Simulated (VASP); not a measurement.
# TiC in VASP: notebook

The runs below take TiC through single point, with LDA.

Program: VASP 6.6.1. These are calculated values, not measurements. Logs are shortened: lines on timing, memory, paths and dates and some standing lists are left out, and cuts for length are marked.

## 1. The cell of the first run

The cell holds a slab with vacuum, 6 atoms: a = 3.013 Å, b = 3.013 Å, c = 20.261 Å, α = 90.00°, β = 90.00°, γ = 90.00°.

## 2. Single point, LDA

File INCAR:

```
SYSTEM = TiC
PREC = Accurate ; ENCUT = 520
EDIFF = 1E-7 ; ISMEAR = -1
SIGMA = 0.08 ; LREAL = .FALSE.
LASPH = .TRUE. ; NELM = 60
ALGO = Normal ; ISIF = 2
LWAVE = .FALSE. ; LCHARG = .FALSE.
LDIPOL = .TRUE. ; IDIPOL = 3
DIPOL = 0.5 0.5 0.500 ; NBANDS = 33
```

File KPOINTS:

```
Automatic mesh
0
G
  11 11 1
  0 0 0
```

File POSCAR:

```
TiC
1.0
    3.0129104802      0.0000000000      0.0000000000
    0.0000000000      3.0129104802      0.0000000000
    0.0000000000      0.0000000000     20.2609000000
Ti C
3 3
Direct
    0.2500000000      0.2500000000      0.3948492203
    0.7500000000      0.7500000000      0.5000000000
    0.2500000000      0.2500000000      0.6051507797
    0.7500000000      0.7500000000      0.3948492203
    0.2500000000      0.2500000000      0.5000000000
    0.7500000000      0.7500000000      0.6051507797
```

Potentials or basis: VASP PAW LDA potentials, release 64 (Ti_sv, C).

Launch:

```
$ cat potpaw_LDA.64/Ti_sv/POTCAR potpaw_LDA.64/C/POTCAR > POTCAR
$ mpirun -np 1 vasp_std > vasp.out
```

OUTCAR:

```text
SYSTEM = TiC
   PREC = Accurate
   ENCUT = 520
   EDIFF = 1E-7
   ISMEAR = -1
   LREAL = .FALSE.
   LASPH = .TRUE.
   NELM = 60
   ISIF = 2

 ion  position               nearest neighbor table
   1  0.250  0.250  0.395-   4 2.13   4 2.13   4 2.13   4 2.13   5 2.13
   2  0.750  0.750  0.500-   5 2.13   5 2.13   5 2.13   5 2.13   6 2.13   4 2.13
   3  0.250  0.250  0.605-   6 2.13   6 2.13   6 2.13   6 2.13   5 2.13
   4  0.750  0.750  0.395-   1 2.13   1 2.13   1 2.13   1 2.13   2 2.13
   5  0.250  0.250  0.500-   2 2.13   2 2.13   2 2.13   2 2.13   3 2.13   1 2.13
   6  0.750  0.750  0.605-   3 2.13   3 2.13   3 2.13   3 2.13   2 2.13

  LATTYP: Found a simple tetragonal cell.
 ALAT       =     3.0129104802
 C/A-ratio  =     6.7246936586

  Lattice vectors:

 A1 = (   3.0129104802,   0.0000000000,   0.0000000000)
 A2 = (   0.0000000000,   3.0129104802,   0.0000000000)
 A3 = (   0.0000000000,   0.0000000000,  20.2609000000)

Analysis of symmetry for initial positions (statically):
=====================================================================
 Subroutine PRICEL returns:
 Original cell was already a primitive cell.

 Routine SETGRP: Setting up the symmetry group for a
 simple tetragonal supercell.

 Subroutine GETGRP returns: Found 16 space group operations
 (whereof  4 operations were pure point group operations)
 out of a pool of 16 trial point group operations.

The static configuration has the point symmetry C_2v.
 The point group associated with its full space group is D_4h.

Analysis of symmetry for dynamics (positions and initial velocities):
=====================================================================
 Subroutine PRICEL returns:
 Original cell was already a primitive cell.

 Routine SETGRP: Setting up the symmetry group for a
 simple tetragonal supercell.

 Subroutine GETGRP returns: Found 16 space group operations
 (whereof  4 operations were pure point group operations)
 out of a pool of 16 trial point group operations.

The dynamic configuration has the point symmetry C_2v.
 The point group associated with its full space group is D_4h.

 Subroutine INISYM returns: Found 16 space group operations
 (whereof  4 operations are pure point group operations),
 and found     1 'primitive' translations

[... 100 lines left out ...]
   EDIFFG = 0.1E-05   stopping-criterion for IOM
   NSW    =      0    number of steps for IOM
   IBRION =     -1    ionic relax: 0-MD 1-quasi-New 2-CG
   NFREE  =      0    steps in history (QN), initial steepest desc. (CG)
   ISIF   =      2    stress and relaxation
   ISYM   =      2    0-nonsym 1-usesym 2-fastsym
   POTIM  = 0.5000    time-step for ionic-motion
   TEBEG  =    0.0;   TEEND  =   0.0 temperature during run
   PSTRESS=    0.0 pullay stress
   NELECT =      48.0000    total number of electrons
   NUPDOWN=      -1.0000    fix difference up-down
   EMIN   =  10.00;   EMAX   =-10.00  energy-range for DOS
   EFERMI =   0.00;   METHOD = LEGACY
   ISMEAR =    -1;   SIGMA  =   0.08  broadening in eV -4-tet -1-fermi 0-gaus
   EFERMI_NEDOS =   21; number of points for ismear=-14 and -15
   IALGO  =     38    algorithm
   IMIX   =      4    mixing-type and parameters
     AMIX     =   0.40;   BMIX     =  1.00
     AMIX_MAG =   1.60;   BMIX_MAG =  1.00
  volume/ion in A,a.u.               =      30.65       206.86
  Fermi-wavevector in a.u.,A,eV,Ry     =   1.046192  1.977017 14.891826  1.094518
  Thomas-Fermi vector in A             =   2.181020
   LORBIT       =      0    0 simple, 1 ext, 2 COOP (PROOUT), +10 PAW based schemes
   GGA     = CA    functional components
   LHFCALC =     F    Hartree Fock is set to
   AEXX    =    0.0000 exact exchange contribution
   IVDW    =     0    specifies the selected vdW correction
   LEPSILON=     F    determine dielectric tensor
   LRPA    =     F    only Hartree local field effects (RPA)
 non-spin polarized calculation
  energy-cutoff  :      520.00
  volume of cell :      183.92
 maximum number of plane-waves:      4983
 NGX is ok and might be reduce to    24
   NGX = 11   NGY = 11   NGZ = 75

 number of electron      47.9999998 magnetization

 dipolmoment           0.000000      0.000000     -0.000000 electrons x Angstroem

 Free energy of the ion-electron system (eV)
  ---------------------------------------------------
  ext. energy  EPLUGINS =         0.00000000
  ---------------------------------------------------
  free energy    TOTEN  =       -59.12238347 eV

  energy without entropy =      -59.09745950  energy(sigma->0) =      -59.10992148

 E-fermi :   0.1602     XC(G=0):  -5.1353

 val. band max:        0.1151217343   @ k =   0.0000   0.0000   0.0000
 cond. band min:       0.1928546450   @ k =   0.4545   0.3636   0.0000
 fundamental gap:      0.0777329107
 Fermi energy:         0.1601750902

 k-point     1 :       0.0000    0.0000    0.0000
  band No.  band energies     occupation
      1     -55.6122      2.00000
      2     -55.5967      2.00000
      3     -55.4659      2.00000
      4     -32.5577      2.00000
      5     -32.4659      2.00000
      6     -32.1000      2.00000
[... 745 lines left out ...]
     32       3.9610      0.00000
     33       4.0452      0.00000

------------------------ aborting loop because EDIFF is reached ----------------------------------------

 vacuum level on the upper side and lower side of the slab       (xc-potential included)        -0.090        -0.090

  FORCE on cell =-STRESS in cart. coord.  units (eV):
  Direction    XX          YY          ZZ          XY          YZ          ZX
  --------------------------------------------------------------------------------------
  -------------------------------------------------------------------------------------
  Total       -4.2531721     -4.2531721     -2.5986894      0.0000000      0.0000000      0.0000000
  in kB      -37.0503528    -37.0503528    -22.6377761      0.0000000      0.0000000      0.0000000
  external PRESSURE =     -32.2461606 kB  Pullay stress =       0.0000000 kB

 VOLUME and BASIS-vectors are now :
 -----------------------------------------------------------------------------
  energy-cutoff  :      520.00
  volume of cell :      183.92
      direct lattice vectors                 reciprocal lattice vectors
     3.012910480  0.000000000  0.000000000     0.331904982  0.000000000  0.000000000
     0.000000000  3.012910480  0.000000000     0.000000000  0.331904982  0.000000000
     0.000000000  0.000000000 20.260900000     0.000000000  0.000000000  0.049356149

 POSITION                                       TOTAL-FORCE (eV/Angst)
 -----------------------------------------------------------------------------------
      0.75323      0.75323      8.00000         0.000000      0.000000      1.378227
      2.25968      2.25968     10.13045        -0.000000     -0.000000      0.000000
      0.75323      0.75323     12.26090        -0.000000     -0.000000     -1.378227
      2.25968      2.25968      8.00000         0.000000     -0.000000     -0.775269
      0.75323      0.75323     10.13045        -0.000000      0.000000      0.000000
      2.25968      2.25968     12.26090         0.000000      0.000000      0.775269
 -----------------------------------------------------------------------------------
    total drift:                                0.000000      0.000000     -0.000000

  FREE ENERGIE OF THE ION-ELECTRON SYSTEM (eV)
  ---------------------------------------------------
  free  energy   TOTEN  =       -59.1223834714 eV

  energy  without entropy=      -59.0974594959  energy(sigma->0) =      -59.10992148

 vacuum level on the upper side and lower side of the slab         4.417         4.417
```

OSZICAR:

```text
N       E                     dE             d eps       ncg     rms          rms(c)
DAV:   1     0.576395570784E+03    0.57640E+03   -0.24844E+04  1522   0.142E+03
DAV:   2     0.765393984557E+01   -0.56874E+03   -0.54716E+03  1594   0.448E+02
DAV:   3    -0.685160752821E+02   -0.76170E+02   -0.74545E+02  2356   0.149E+02
[... 18 lines left out ...]
DAV:  22    -0.591223784372E+02   -0.10372E-04   -0.64796E-07  1420   0.244E-03    0.438E-04
DAV:  23    -0.591223824203E+02   -0.39831E-05   -0.29064E-07  1308   0.281E-03    0.315E-04
DAV:  24    -0.591223831068E+02   -0.68650E-06   -0.45971E-08  1300   0.143E-03    0.113E-04
DAV:  25    -0.591223834349E+02   -0.32806E-06   -0.21245E-08  1137   0.578E-04    0.713E-05
DAV:  26    -0.591223834714E+02   -0.36540E-07   -0.35449E-09  1097   0.303E-04
   1 F= -.59122383E+02 E0= -.59109921E+02  d E =-.249240E-01
```

stdout:

```text
POSCAR found type information on POSCAR TiC
 POSCAR found :  2 types and       6 ions
 scaLAPACK will be used
 LDA part: xc-table for (Slater(with rela. corr.)+CA(PZ))
 , standard interpolation
 POSCAR, INCAR and KPOINTS ok, starting setup
 FFT: planning ... GRIDC
 FFT: planning ... GRID_SOFT
 FFT: planning ... GRID
 WAVECAR not read
 entering main loop
```

Wall time 2 min (1 thread of Intel Xeon 6975P-C (Granite Rapids), shared host); peak memory 0.28 GiB.

Results:

```yaml
Free_energy: -59.1224 eV
Largest_force: 1.378 eV/Å
Band_gap_on_the_k_mesh: zero (bands 24 and 25 overlap by 0.56 eV)
```

Forces in eV/Å, atoms in the order of the input:
```
Ti   0.000  0.000  1.378
Ti   0.000  0.000  0.000
Ti   0.000  0.000 -1.378
C    0.000  0.000 -0.775
C    0.000  0.000  0.000
C    0.000  0.000  0.775
```

Levels at points of the mesh, in eV from the Fermi level:
| k point | band 20 | band 21 | band 22 | band 23 | band 24 | band 25 | band 26 | band 27 | band 28 | band 29 |
| --- | --- | --- | --- | --- | --- | --- | --- | --- | --- | --- |
| (0.00, 0.00, 0.00) | -0.43 | -0.05 | -0.05 | 0.16 | 0.16 | 0.40 | 1.04 | 1.57 | 1.57 | 2.00 |

## 3. Single point, LDA

File INCAR:

```
SYSTEM = TiC
PREC = Accurate ; ENCUT = 520
EDIFF = 1E-6 ; ISMEAR = -1
SIGMA = 0.08 ; LREAL = .False.
LASPH = .True. ; NELM = 80
ALGO = Normal ; ISIF = 2
LWAVE = .False. ; LCHARG = .True.
LDIPOL = .True. ; IDIPOL = 3
DIPOL = 0.5 0.5 0.500 ; GGA = CA
LELF = .True. ; LVHAR = .True.
LVACPOTAV = .True. ; NBANDS = 33
```

File KPOINTS:

```
regular mesh
0
Gamma
  11 11 1
  0 0 0
```

File POSCAR:

```
TiC
1.0
    3.0129104802      0.0000000000      0.0000000000
    0.0000000000      3.0129104802      0.0000000000
    0.0000000000      0.0000000000     20.2609000000
Ti C
3 3
Direct
    0.2500000000      0.2500000000      0.3984135269
    0.7500000000      0.7500000000      0.5000000019
    0.2500000000      0.2500000000      0.6015864721
    0.7500000000      0.7500000000      0.3939089911
    0.2500000000      0.2500000000      0.4999999982
    0.7500000000      0.7500000000      0.6060910097
```

Potentials or basis: VASP PAW LDA potentials, release 64 (Ti_sv, C).

Launch:

```
$ cat potpaw_LDA.64/Ti_sv/POTCAR potpaw_LDA.64/C/POTCAR > POTCAR
$ mpirun -np 1 vasp_std > vasp.out
```

Run time: 1.9 min. Hardware: 1 thread of Intel Xeon 6975P-C (Granite Rapids), shared host; peak memory 0.28 GiB.

Results (log left out):

| Item | Value |
| --- | --- |
| Free energy | -59.2387 eV |
| Largest force | 0.028 eV/Å |
| Band gap on the k mesh | zero (bands 24 and 25 overlap by 0.83 eV) |

Forces on the atoms (eV/Å):
```
Ti   0.000  0.000 -0.028
Ti   0.000  0.000  0.000
Ti   0.000  0.000  0.028
C    0.000  0.000 -0.019
C    0.000  0.000  0.000
C    0.000  0.000  0.019
```

Levels at points of the mesh, in eV from the Fermi level:
| k point | band 22 | band 23 | band 24 | band 25 | band 26 | band 27 |
| --- | --- | --- | --- | --- | --- | --- |
| (0.00, 0.00, 0.00) | -0.04 | 0.39 | 0.39 | 0.64 | 1.47 | 1.55 |

## 4. Single point, LDA

File INCAR:

```
PREC = Accurate ; ENCUT = 520
EDIFF = 1E-6 ; ISMEAR = -1
SIGMA = 0.08 ; LREAL = F
LASPH = T ; NELM = 100
ALGO = Normal ; ISIF = 2
LWAVE = F ; LCHARG = T
LDIPOL = T ; IDIPOL = 3
DIPOL = 0.5 0.5 0.500 ; LELF = T
LVHAR = T ; LVACPOTAV = T
NBANDS = 33
```

File KPOINTS:

```
Automatic mesh
0
Gamma
  11 11 1
```

POSCAR is that of step 3.

Launch:

```
$ cat potpaw_LDA.64/Ti_sv/POTCAR potpaw_LDA.64/C/POTCAR > POTCAR
$ mpirun -np 1 vasp_std > vasp.out
```

It took 1.8 min on 1 thread of Intel Xeon 6975P-C (Granite Rapids), shared host; peak memory 0.28 GiB.

The run converged. Its results:

| Item | Value |
| --- | --- |
| Free energy | -59.2387 eV |
| Largest force | 0.028 eV/Å |
| Band gap on the k mesh | zero (bands 24 and 25 overlap by 0.83 eV) |

Forces on the atoms (eV/Å):
```
Ti   0.000  0.000 -0.028
Ti   0.000  0.000  0.000
Ti   0.000  0.000  0.028
C    0.000  0.000 -0.019
C    0.000  0.000  0.000
C    0.000  0.000  0.019
```

Levels at points of the mesh, in eV from the Fermi level:
| k point | band 21 | band 22 | band 23 | band 24 | band 25 | band 26 | band 27 | band 28 |
| --- | --- | --- | --- | --- | --- | --- | --- | --- |
| (0.00, 0.00, 0.00) | -0.04 | -0.04 | 0.39 | 0.39 | 0.64 | 1.47 | 1.55 | 1.55 |

## 5. Single point, LDA

File INCAR:

```
  ALGO = Normal
  DIPOL = 0.5 0.5 0.500
  EDIFF = 1E-7
  ENCUT = 520
  GGA = CA
  IDIPOL = 3
  ISIF = 2
  ISMEAR = -1
  LASPH = T
  LCHARG = F
  LDIPOL = T
  LREAL = F
  LWAVE = F
  NBANDS = 33
  NELM = 100
  PREC = Accurate
  SIGMA = 0.08
```

File KPOINTS:

```
k-points
0
Gamma
  11 11 1
```

POSCAR is that of step 4.

Potentials or basis: VASP PAW LDA potentials, release 64 (Ti_sv, C).

Launch:

```
$ cat potpaw_LDA.64/Ti_sv/POTCAR potpaw_LDA.64/C/POTCAR > POTCAR
$ mpirun -np 1 vasp_std > vasp.out
```

OUTCAR:

```text
EDIFF = 1E-7
   ENCUT = 520
   GGA = CA
   ISIF = 2
   ISMEAR = -1
   LASPH = T
   LREAL = F
   NELM = 100
   PREC = Accurate

 ion  position               nearest neighbor table
   1  0.250  0.250  0.398-   5 2.06   4 2.13   4 2.13   4 2.13   4 2.13
   2  0.750  0.750  0.500-   5 2.13   5 2.13   5 2.13   5 2.13   6 2.15   4 2.15
   3  0.250  0.250  0.602-   5 2.06   6 2.13   6 2.13   6 2.13   6 2.13
   4  0.750  0.750  0.394-   1 2.13   1 2.13   1 2.13   1 2.13   2 2.15
   5  0.250  0.250  0.500-   1 2.06   3 2.06   2 2.13   2 2.13   2 2.13   2 2.13
   6  0.750  0.750  0.606-   3 2.13   3 2.13   3 2.13   3 2.13   2 2.15

  LATTYP: Found a simple tetragonal cell.
 ALAT       =     3.0129104802
 C/A-ratio  =     6.7246936586

[... 961 lines left out ...]
  Total       -3.8131992     -3.8131992      0.1685468      0.0000000      0.0000000      0.0000000
  in kB      -33.2176490    -33.2176490      1.4682494      0.0000000      0.0000000      0.0000000
  external PRESSURE =     -21.6556829 kB  Pullay stress =       0.0000000 kB

 VOLUME and BASIS-vectors are now :
 -----------------------------------------------------------------------------
  energy-cutoff  :      520.00
  volume of cell :      183.92
      direct lattice vectors                 reciprocal lattice vectors
     3.012910480  0.000000000  0.000000000     0.331904982  0.000000000  0.000000000
     0.000000000  3.012910480  0.000000000     0.000000000  0.331904982  0.000000000
     0.000000000  0.000000000 20.260900000     0.000000000  0.000000000  0.049356149

 POSITION                                       TOTAL-FORCE (eV/Angst)
 -----------------------------------------------------------------------------------
      0.75323      0.75323      8.07222        -0.000000      0.000000     -0.027767
      2.25968      2.25968     10.13045        -0.000000     -0.000000      0.000000
      0.75323      0.75323     12.18868        -0.000000      0.000000      0.027767
      2.25968      2.25968      7.98095        -0.000000     -0.000000     -0.019214
      0.75323      0.75323     10.13045         0.000000     -0.000000      0.000000
      2.25968      2.25968     12.27995         0.000000     -0.000000      0.019214
 -----------------------------------------------------------------------------------
    total drift:                                0.000000      0.000000     -0.000042

  FREE ENERGIE OF THE ION-ELECTRON SYSTEM (eV)
  ---------------------------------------------------
  free  energy   TOTEN  =       -59.2386893730 eV

  energy  without entropy=      -59.2105615323  energy(sigma->0) =      -59.22462545

 vacuum level on the upper side and lower side of the slab         4.490         4.490
```

stdout:

```text
POSCAR found type information on POSCAR TiC
 POSCAR found :  2 types and       6 ions
 scaLAPACK will be used
 LDA part: xc-table for (Slater(with rela. corr.)+CA(PZ))
 , standard interpolation
 POSCAR, INCAR and KPOINTS ok, starting setup
 FFT: planning ... GRIDC
 FFT: planning ... GRID_SOFT
 FFT: planning ... GRID
 WAVECAR not read
 entering main loop
```

It took 2 min on 1 thread of Intel Xeon 6975P-C (Granite Rapids), shared host; peak memory 0.28 GiB.

What came out:

```yaml
Free_energy: -59.2387 eV
Largest_force: 0.028 eV/Å
Band_gap_on_the_k_mesh: zero (bands 24 and 25 overlap by 0.83 eV)
```

Forces on the atoms (eV/Å):
```
Ti   0.000  0.000 -0.028
Ti   0.000  0.000  0.000
Ti   0.000  0.000  0.028
C    0.000  0.000 -0.019
C    0.000  0.000  0.000
C    0.000  0.000  0.019
```
